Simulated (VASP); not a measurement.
# ZnSe (an interface model) in VASP: further runs

ZnSe (an interface model) is run at these levels: PBEsol; tasks: single point.

All numbers are computed with VASP 6.6.1; they aren't measurements. Logs are shortened: lines on timing, memory, paths and dates and some standing lists are left out, and cuts for length are marked.

## Step 1: The cell of the first run

The cell holds layers of an interface, 16 atoms: a = 3.983 Å, b = 5.633 Å, c = 15.933 Å, α = 90.00°, β = 90.00°, γ = 90.00°.

## Step 2: Single point, PBEsol

INCAR reads:

```
SYSTEM = ZnSe
  PREC = Accurate
  ENCUT = 520
  EDIFF = 1E-7
  ISMEAR = 0
  SIGMA = 0.05
  LREAL = Auto
  LASPH = .TRUE.
  NELM = 100
  ALGO = Fast
  ISIF = 2
  LWAVE = .FALSE.
  LCHARG = .FALSE.
  GGA = PS
  NBANDS = 86
```

KPOINTS reads:

```
Automatic mesh
0
G
  8 6 2
  0 0 0
```

POSCAR reads:

```
ZnSe
1.0
    3.9832742801      0.0000000000      0.0000000000
    0.0000000000      5.6332005096      0.0000000000
    0.0000000000      0.0000000000     15.9330971204
Zn Se
8 8
Direct
    0.0000000000      0.0000000000      0.0000000000
    0.5000000000      0.5000000000      0.1250000000
    1.0000000000      0.0000000000      0.2500000000
    0.5000000000      0.5000000000      0.3750000000
    0.5000000000      0.2500000000      0.5000000000
    1.0000000000      0.7500000000      0.6250000000
    0.5000000000      0.2500000000      0.7500000000
    1.0000000000      0.7500000000      0.8750000000
    1.0000000000      0.7500000000      0.1250000000
    0.5000000000      0.2500000000      0.2500000000
    1.0000000000      0.7500000000      0.3750000000
    1.0000000000      0.0000000000      0.5000000000
    0.5000000000      0.5000000000      0.6250000000
    0.0000000000      0.0000000000      0.7500000000
    0.5000000000      0.5000000000      0.8750000000
    0.5000000000      0.2500000000      1.0000000000
```

Potentials or basis: VASP PAW PBE potentials, release 64 (Zn, Se).

The run is started by

```bash
$ cat potpaw_PBE.64/Zn/POTCAR potpaw_PBE.64/Se/POTCAR > POTCAR
$ mpirun -np 1 vasp_std > vasp.out
```

OUTCAR:

```text
SYSTEM = ZnSe
   PREC = Accurate
   ENCUT = 520
   EDIFF = 1E-7
   ISMEAR = 0
   LREAL = Auto
   LASPH = .TRUE.
   NELM = 100
   ISIF = 2
   GGA = PS

 ion  position               nearest neighbor table
   1  0.000  0.000  0.000-   8 2.44   9 2.44  16 2.44  16 2.44
   2  0.500  0.500  0.125-   9 2.44  10 2.44  16 2.44   9 2.44
   3  0.000  0.000  0.250-   9 2.44  10 2.44  11 2.44  10 2.44
   4  0.500  0.500  0.375-   5 2.44  10 2.44  11 2.44  11 2.44
   5  0.500  0.250  0.500-   4 2.44  12 2.44  13 2.44  12 2.44
   6  0.000  0.750  0.625-  12 2.44  13 2.44  14 2.44  13 2.44
[... 8 lines left out ...]
  15  0.500  0.500  0.875-   7 2.44   8 2.44  16 2.44   8 2.44
  16  0.500  0.250  0.000-   1 2.44   2 2.44  15 2.44   1 2.44

  LATTYP: Found a simple orthorhombic cell.
 ALAT       =     3.9832742801
 B/A-ratio  =     1.4142135624
 C/A-ratio  =     4.0000000000

  Lattice vectors:

 A1 = (   3.9832742801,   0.0000000000,   0.0000000000)
 A2 = (   0.0000000000,   5.6332005096,   0.0000000000)
 A3 = (   0.0000000000,   0.0000000000,  15.9330971204)

Analysis of symmetry for initial positions (statically):
=====================================================================
 Subroutine PRICEL returns:
 Original cell was already a primitive cell.

 Routine SETGRP: Setting up the symmetry group for a
 simple orthorhombic supercell.

 Subroutine GETGRP returns: Found  8 space group operations
 (whereof  2 operations were pure point group operations)
 out of a pool of  8 trial point group operations.

The static configuration has the point symmetry C_1h.
 The point group associated with its full space group is D_2h.

Analysis of symmetry for dynamics (positions and initial velocities):
=====================================================================
 Subroutine PRICEL returns:
 Original cell was already a primitive cell.

 Routine SETGRP: Setting up the symmetry group for a
 simple orthorhombic supercell.

 Subroutine GETGRP returns: Found  8 space group operations
 (whereof  2 operations were pure point group operations)
 out of a pool of  8 trial point group operations.

The dynamic configuration has the point symmetry C_1h.
 The point group associated with its full space group is D_2h.

 Subroutine INISYM returns: Found  8 space group operations
 (whereof  2 operations are pure point group operations),
 and found     1 'primitive' translations

----------------------------------------------------------------------------------------

                                     Primitive cell

  volume of cell :     357.5161

  direct lattice vectors                    reciprocal lattice vectors
     3.983274280  0.000000000  0.000000000     0.251049747  0.000000000  0.000000000
     0.000000000  5.633200510  0.000000000     0.000000000  0.177518978  0.000000000
     0.000000000  0.000000000 15.933097120     0.000000000  0.000000000  0.062762437

  length of vectors
     3.983274280  5.633200510 15.933097120     0.251049747  0.177518978  0.062762437

  position of ions in fractional coordinates (direct lattice)
     0.000000000  0.000000000  0.000000000
     0.500000000  0.500000000  0.125000000
     0.000000000  0.000000000  0.250000000
     0.500000000  0.500000000  0.375000000
     0.500000000  0.250000000  0.500000000
     0.000000000  0.750000000  0.625000000
[... 8 lines left out ...]
     0.500000000  0.500000000  0.875000000
     0.500000000  0.250000000  0.000000000

  ion indices of the primitive-cell ions
   primitive index   ion index
                 1           1
                 2           2
                 3           3
                 4           4
                 5           5
                 6           6
[... 8 lines left out ...]
                15          15
                16          16

----------------------------------------------------------------------------------------

 KPOINTS: Automatic mesh

Automatic generation of k-mesh.
 Grid dimensions read from file:
 generate k-points for:    8    6    2

 Generating k-lattice:

  Cartesian coordinates                     Fractional coordinates (reciprocal lattice)
     0.031381218  0.000000000  0.000000000     0.125000000  0.000000000  0.000000000
     0.000000000  0.029586496  0.000000000     0.000000000  0.166666667  0.000000000
     0.000000000  0.000000000  0.031381218     0.000000000  0.000000000  0.500000000

  Length of vectors
     0.031381218  0.029586496  0.031381218

  Shift w.r.t. Gamma in fractional coordinates (k-lattice)
     0.000000000  0.000000000  0.000000000

 Subroutine IBZKPT returns following result:
 ===========================================

 Found     40 irreducible k-points:

 Following reciprocal coordinates:
            Coordinates               Weight
  0.000000  0.000000  0.000000      1.000000
  0.125000  0.000000  0.000000      2.000000
  0.250000  0.000000  0.000000      2.000000
  0.375000  0.000000  0.000000      2.000000
  0.500000  0.000000  0.000000      1.000000
  0.000000  0.166667  0.000000      2.000000
[... 16 lines left out ...]
  0.250000  0.000000  0.500000      2.000000
  0.375000  0.000000  0.500000      2.000000
 [... further k-points ...]
   k-points           NKPTS =     40   k-points in BZ     NKDIM =     40   number of bands    NBANDS=     86
   number of dos      NEDOS =    301   number of ions     NIONS =     16
   total plane-waves  NPLWV = 151200
   dimension x,y,z NGX =    30 NGY =   42 NGZ =  120
   dimension x,y,z NGXF=    60 NGYF=   84 NGZF=  240
   ions per type =               8   8
   NGX,Y,Z   is equivalent  to a cutoff of  12.52, 12.39, 12.52 a.u.
   NGXF,Y,Z  is equivalent  to a cutoff of  25.04, 24.79, 25.04 a.u.
 SYSTEM =  ZnSe
   PREC   = accura    normal or accurate (medium, high low for compatibility)
   ISTART =      0    job   : 0-new  1-cont  2-samecut
   ICHARG =      2    charge: 1-file 2-atom 10-const
   ISPIN  =      1    spin polarized calculation?
   LNONCOLLINEAR =      F non collinear calculations
   LSORBIT =      F    spin-orbit coupling
   LASPH  =      T    aspherical Exc in radial PAW
   ENCUT  =  520.0 eV  38.22 Ry    6.18 a.u.   7.41 10.47 29.63*2*pi/ulx,y,z
   NELM   =    100;   NELMIN=  2; NELMDL= -5     # of ELM steps
   EDIFF  = 0.1E-06   stopping-criterion for ELM
   LREAL  =      T    real-space projection
   EDIFFG = 0.1E-05   stopping-criterion for IOM
   NSW    =      0    number of steps for IOM
   IBRION =     -1    ionic relax: 0-MD 1-quasi-New 2-CG
   NFREE  =      0    steps in history (QN), initial steepest desc. (CG)
   ISIF   =      2    stress and relaxation
   ISYM   =      2    0-nonsym 1-usesym 2-fastsym
   POTIM  = 0.5000    time-step for ionic-motion
   TEBEG  =    0.0;   TEEND  =   0.0 temperature during run
   PSTRESS=    0.0 pullay stress
   NELECT =     144.0000    total number of electrons
   NUPDOWN=      -1.0000    fix difference up-down
   EMIN   =  10.00;   EMAX   =-10.00  energy-range for DOS
   EFERMI =   0.00;   METHOD = LEGACY
   ISMEAR =     0;   SIGMA  =   0.05  broadening in eV -4-tet -1-fermi 0-gaus
   EFERMI_NEDOS =   21; number of points for ismear=-14 and -15
   IALGO  =     68    algorithm
   IMIX   =      4    mixing-type and parameters
     AMIX     =   0.40;   BMIX     =  1.00
     AMIX_MAG =   1.60;   BMIX_MAG =  1.00
  volume/ion in A,a.u.               =      22.34       150.79
  Fermi-wavevector in a.u.,A,eV,Ry     =   1.209012  2.284701 19.887758  1.461709
  Thomas-Fermi vector in A             =   2.344602
   LORBIT       =      0    0 simple, 1 ext, 2 COOP (PROOUT), +10 PAW based schemes
   GGA     = PS    functional components
   LHFCALC =     F    Hartree Fock is set to
   AEXX    =    0.0000 exact exchange contribution
   IVDW    =     0    specifies the selected vdW correction
   LEPSILON=     F    determine dielectric tensor
   LRPA    =     F    only Hartree local field effects (RPA)
 non-spin polarized calculation
 RMM-DIIS sequential band-by-band and
 Gauss-broadening in eV      SIGMA  =   0.05
  energy-cutoff  :      520.00
  volume of cell :      357.52
 maximum number of plane-waves:      9673
 NGX is ok and might be reduce to    30
   NGX = 15   NGY = 21   NGZ = 59

 number of electron     144.0000271 magnetization

 Free energy of the ion-electron system (eV)
  ---------------------------------------------------
  ext. energy  EPLUGINS =         0.00000000
  ---------------------------------------------------
  free energy    TOTEN  =       -48.86797363 eV

  energy without entropy =      -48.86163323  energy(sigma->0) =      -48.86480343

 E-fermi :   2.8744     XC(G=0):  -9.6392

 val. band max:        2.8539370568   @ k =   0.3750   0.0000   0.0000
 cond. band min:       2.8783972488   @ k =   0.0000   0.3333   0.0000
 fundamental gap:      0.0244601920
 Fermi energy:         2.8743591059

 k-point     1 :       0.0000    0.0000    0.0000
  band No.  band energies     occupation
      1     -12.6026      2.00000
      2     -12.5571      2.00000
      3     -11.4952      2.00000
      4     -11.2918      2.00000
      5     -10.9049      2.00000
      6     -10.7737      2.00000
[... 76 lines left out ...]
     83       5.8853      0.00000
     84       6.9504      0.00000

 k-point     2 :       0.1250    0.0000    0.0000
  band No.  band energies     occupation
      1     -12.5583      2.00000
      2     -12.5168      2.00000
      3     -11.4301      2.00000
      4     -11.2439      2.00000
      5     -10.8649      2.00000
      6     -10.7579      2.00000
[... 1903 lines left out ...]
     83       6.5282      0.00000
     84       6.5290      0.00000

 k-point    24 :       0.3750    0.0000    0.5000
  band No.  band energies     occupation
      1     -12.3179      2.00000
      2     -12.3179      2.00000
      3     -10.9858      2.00000
      4     -10.9858      2.00000
      5     -10.7293      2.00000
      6     -10.7292      2.00000
[... 76 lines left out ...]
     83       6.5557      0.00000
     84       6.5557      0.00000

 [... further k-points ...]

 [bands above 84 left out]

------------------------ aborting loop because EDIFF is reached ----------------------------------------

  FORCE on cell =-STRESS in cart. coord.  units (eV):
  Direction    XX          YY          ZZ          XY          YZ          ZX
  --------------------------------------------------------------------------------------
  -------------------------------------------------------------------------------------
  Total        5.2922998      5.8743613      5.3585302      0.0000000      0.0000000      0.0000000
  in kB       23.7169805     26.3254382     24.0137860      0.0000000      0.0000000      0.0000000
  external PRESSURE =      24.6854016 kB  Pullay stress =       0.0000000 kB

 VOLUME and BASIS-vectors are now :
 -----------------------------------------------------------------------------
  energy-cutoff  :      520.00
  volume of cell :      357.52
      direct lattice vectors                 reciprocal lattice vectors
     3.983274280  0.000000000  0.000000000     0.251049747  0.000000000  0.000000000
     0.000000000  5.633200510  0.000000000     0.000000000  0.177518978  0.000000000
     0.000000000  0.000000000 15.933097120     0.000000000  0.000000000  0.062762437

 POSITION                                       TOTAL-FORCE (eV/Angst)
 -----------------------------------------------------------------------------------
      0.00000      0.00000      0.00000         0.000000     -0.491398     -0.508238
      1.99164      2.81660      1.99164        -0.000000      0.045275      0.085249
      0.00000      0.00000      3.98327        -0.000000      0.045275     -0.085249
      1.99164      2.81660      5.97491         0.000000     -0.491398      0.508238
      1.99164      1.40830      7.96655         0.000000      0.491398     -0.508238
      0.00000      4.22490      9.95819         0.000000     -0.045275      0.085249
[... 8 lines left out ...]
      1.99164      2.81660     13.94146         0.000000      0.108463     -0.938873
      1.99164      1.40830      0.00000         0.000000     -0.108463      0.938873
 -----------------------------------------------------------------------------------
    total drift:                                0.000000      0.000000      0.000000

  FREE ENERGIE OF THE ION-ELECTRON SYSTEM (eV)
  ---------------------------------------------------
  free  energy   TOTEN  =       -48.8679736288 eV

  energy  without entropy=      -48.8616332339  energy(sigma->0) =      -48.86480343
```

Run time: 35 min. Hardware: 1 thread of Oxide Virtual Turin-like, shared host; peak memory 0.83 GiB.

Results:

```yaml
Free_energy: -48.8680 eV
Pressure: 2.5 GPa
Largest_force: 0.945 eV/Å
Band_gap_on_the_k_mesh: zero (bands 72 and 73 overlap by 0.15 eV)
```

Forces in eV/Å, atoms in the order of the input:
```
Zn   0.000 -0.491 -0.508
Zn   0.000  0.045  0.085
Zn   0.000  0.045 -0.085
Zn   0.000 -0.491  0.508
Zn   0.000  0.491 -0.508
Zn   0.000 -0.045  0.085
Zn   0.000 -0.045 -0.085
Zn   0.000  0.491  0.508
Se   0.000  0.090  0.274
Se   0.000  0.090 -0.274
Se   0.000 -0.108 -0.939
Se   0.000  0.108  0.939
Se   0.000 -0.090  0.274
Se   0.000 -0.090 -0.274
Se   0.000  0.108 -0.939
Se   0.000 -0.108  0.939
```

Levels at points of the mesh, in eV from the Fermi level:
```csv
k point,band 70,band 71,band 72,band 73,band 74,band 75
"(0.00, 0.00, 0.00)",-1.21,-0.75,-0.54,0.26,0.36,1.82
"(0.50, 0.00, 0.00)",-2.88,-0.35,-0.35,0.10,0.10,1.66
"(0.00, 0.50, 0.00)",-2.00,-0.33,-0.33,0.02,0.02,1.25
"(0.50, 0.50, 0.00)",-2.18,-0.44,-0.44,-0.05,-0.05,2.43
"(0.00, 0.00, 0.50)",-1.28,-0.97,-0.97,0.56,0.56,1.90
"(0.50, 0.00, 0.50)",-2.82,-0.55,-0.55,0.29,0.29,1.84
"(0.00, 0.50, 0.50)",-2.01,-0.48,-0.48,0.21,0.21,1.29
"(0.50, 0.50, 0.50)",-2.40,-0.83,-0.83,0.39,0.39,2.19
```

Caveat: the PAW data sets were made with another functional, which shifts forces and pressure a little.

## Step 3: Single point, PBEsol

This run uses another cell than the first one, of 22.63 Å³/atom.

INCAR reads:

```
SYSTEM = ZnSe
PREC = Accurate
ENCUT = 520
EDIFF = 1E-6
ISMEAR = 0
SIGMA = 0.05
LREAL = Auto
LASPH = .True.
NELM = 80
ALGO = Fast
ISIF = 2
LWAVE = .False.
LCHARG = .False.
GGA = PS
NBANDS = 86
```

KPOINTS reads:

```
regular mesh
0
Gamma
  8 6 2
  0 0 0
```

POSCAR reads:

```
ZnSe
1.0
    3.9832742801      0.0000000000      0.0000000000
    0.0000000000      5.6332005096      0.0000000000
    0.0000000000      0.0000000000     16.1360663865
Zn Se
8 8
Direct
    0.0000000000      0.0092179735     -0.0072658395
    0.5000000000      0.5726030188      0.1225414206
    1.0000000000      0.0726030188      0.2524585794
    0.5000000000      0.5092179735      0.3822658395
    0.5000000000      0.2407820265      0.4927341605
    1.0000000000      0.6773969812      0.6225414206
    0.5000000000      0.1773969812      0.7524585794
    1.0000000000      0.7407820265      0.8822658395
    1.0000000000      0.8158742300      0.1309686486
    0.5000000000      0.3158742300      0.2440313514
    1.0000000000      0.7856162711      0.3687876484
    1.0000000000     -0.0356162711      0.5062123516
    0.5000000000      0.4341257700      0.6309686486
    0.0000000000     -0.0658742300      0.7440313514
    0.5000000000      0.4643837289      0.8687876484
    0.5000000000      0.2856162711      1.0062123516
```

Potentials or basis: VASP PAW PBE potentials, release 64 (Zn, Se).

The run is started by

```bash
$ cat potpaw_PBE.64/Zn/POTCAR potpaw_PBE.64/Se/POTCAR > POTCAR
$ mpirun -np 1 vasp_std > vasp.out
```

Wall time 39 min (1 thread of Oxide Virtual Turin-like, shared host); peak memory 0.84 GiB.

The run converged. Its results:

* Free energy: -49.4952 eV
* Pressure: 0.7 GPa
* Largest force: 0.019 eV/Å
* Band gap on the k mesh: zero (bands 72 and 73 overlap by 0.02 eV)

Forces on the atoms (eV/Å):
```
Zn   0.000  0.006 -0.002
Zn   0.000 -0.010 -0.003
Zn   0.000 -0.010  0.003
Zn   0.000  0.006  0.002
Zn   0.000 -0.006 -0.002
Zn   0.000  0.010 -0.003
Zn   0.000  0.010  0.003
Zn   0.000 -0.006  0.002
Se   0.000 -0.001  0.008
Se   0.000 -0.001 -0.008
Se   0.000 -0.001 -0.019
Se   0.000  0.001  0.019
Se   0.000  0.001  0.008
Se   0.000  0.001 -0.008
Se   0.000  0.001 -0.019
Se   0.000 -0.001  0.019
```

Stress tensor (GPa, compression positive):
```
0.62 0.00 0.00
0.00 1.31 0.00
0.00 0.00 0.30
```

Levels at points of the mesh, in eV from the Fermi level:
```csv
k point,band 69,band 70,band 71,band 72,band 73,band 74,band 75,band 76
"(0.00, 0.00, 0.00)",-0.82,-0.67,-0.58,-0.09,-0.04,0.83,2.20,2.32
"(0.50, 0.00, 0.00)",-2.38,-2.38,-0.29,-0.29,0.79,0.79,1.63,1.63
"(0.00, 0.50, 0.00)",-1.26,-1.26,-0.43,-0.43,0.67,0.67,1.35,1.35
"(0.50, 0.50, 0.00)",-1.56,-1.56,-0.59,-0.59,0.52,0.52,2.93,2.93
"(0.00, 0.00, 0.50)",-0.81,-0.81,-0.72,-0.72,0.94,0.94,2.10,2.10
"(0.50, 0.00, 0.50)",-2.19,-2.19,-0.48,-0.48,0.97,0.97,1.65,1.65
"(0.00, 0.50, 0.50)",-1.26,-1.26,-0.51,-0.51,0.82,0.82,1.38,1.38
"(0.50, 0.50, 0.50)",-1.79,-1.79,-0.87,-0.87,0.93,0.93,2.60,2.60
```

Caveat: the PAW data sets were made with another functional, which shifts forces and pressure a little.

The gap in the log of VASP goes by the Fermi energy; the results here count the filled bands.